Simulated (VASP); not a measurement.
Rb: single point with PBE

The system is Rb.

```
CELL_PARAMETERS angstrom
-2.73585 2.73585 2.66570
2.73585 -2.73585 2.66570
2.73585 2.73585 -2.66570
ATOMIC_POSITIONS crystal
Rb 0.00000 0.00000 0.00000
```

This cell differs from its parent crystal: strain -0.025 along x and y, -0.050 along z.

| Property | Result |
| --- | --- |
| Program | VASP 6.6.1 |
| Task | single point |
| Functional | PBE |
| Potentials or basis | VASP PAW PBE potentials, release 64 (Rb_sv) |
| Cutoff | 520 eV |
| k mesh | 12 × 12 × 12 |
| Occupations | gaussian, width 0.15 eV |
| Spin | no spin polarisation |
| Dipole correction | no |
| Further INCAR settings | ALGO = Fast; EDIFF = 1e-06; NBANDS = 10 |

```yaml
Pressure: 0.5 GPa
Band_gap_on_the_k_mesh: zero (an odd number of electrons rules out a gap without spin polarisation)
```

Levels at points of the mesh, in eV from the Fermi level:
```csv
k point,band 3,band 4,band 5,band 6,band 7,band 8
"(0.00, 0.00, 0.00)",-12.87,-12.87,-2.15,3.70,3.85,3.85
"(0.50, 0.00, 0.00)",-12.92,-12.87,0.22,0.91,2.55,4.57
"(0.50, 0.50, 0.00)",-12.92,-12.87,0.18,0.85,2.71,4.46
"(0.50, 0.50, 0.50)",-12.98,-12.97,1.12,1.20,3.52,3.52
```

Run time: 80 s on 1 thread of Intel(R) Xeon(R) 6975P-C (Granite Rapids), with other jobs on the host, peak memory 0.28 GiB.

Caveat: the cell differs from its parent crystal (strain -0.025 along x and y, -0.050 along z).
